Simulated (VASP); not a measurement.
**Ge: single point with PBE**

Crystal: Ge.

```xyz
1
Lattice="-1.4874 1.4874 1.4874 1.4874 -1.4874 1.4874 1.4874 1.4874 -1.4874" Properties=species:S:1:pos:R:3 pbc="T T T"
Ge    0.0000    0.0000    0.0000
```

This cell differs from its parent crystal: volume scaled by 0.68.

| Item | Value |
| --- | --- |
| Program | VASP 6.6.1 |
| Task | single point |
| Functional | PBE |
| Potentials or basis | VASP PAW PBE potentials, release 64 (Ge_d) |
| Cutoff | 520 eV |
| k mesh | 16 × 16 × 16 |
| Occupations | fermi-dirac, width 0.08 eV |
| Spin | no spin polarisation |
| Dipole correction | no |
| Further INCAR settings | ALGO = Normal; EDIFF = 1e-06; NBANDS = 13 |

* Pressure: 57.6 GPa
* Band gap on the k mesh: zero (band 7 reaches 25.04 eV, above the bottom of band 8 at 6.83 eV)

Levels at points of the mesh, in eV from the Fermi level:
| k point | band 3 | band 4 | band 5 | band 6 | band 7 | band 8 | band 9 | band 10 | band 11 | band 12 |
| --- | --- | --- | --- | --- | --- | --- | --- | --- | --- | --- |
| (0.00, 0.00, 0.00) | -25.10 | -24.87 | -24.87 | -16.75 | 13.67 | 13.67 | 13.67 | 18.16 | 18.16 | 18.16 |
| (0.50, 0.00, 0.00) | -24.88 | -24.87 | -24.73 | -8.11 | -7.77 | 6.17 | 8.70 | 11.06 | 12.35 | 24.38 |
| (0.50, 0.50, 0.50) | -24.76 | -24.76 | -24.76 | -0.90 | -0.90 | -0.90 | 0.45 | 4.00 | 4.00 | 30.76 |

Run time: 11 s on 1 thread of Intel Xeon 6975P-C (shared host), peak memory 0.14 GiB.
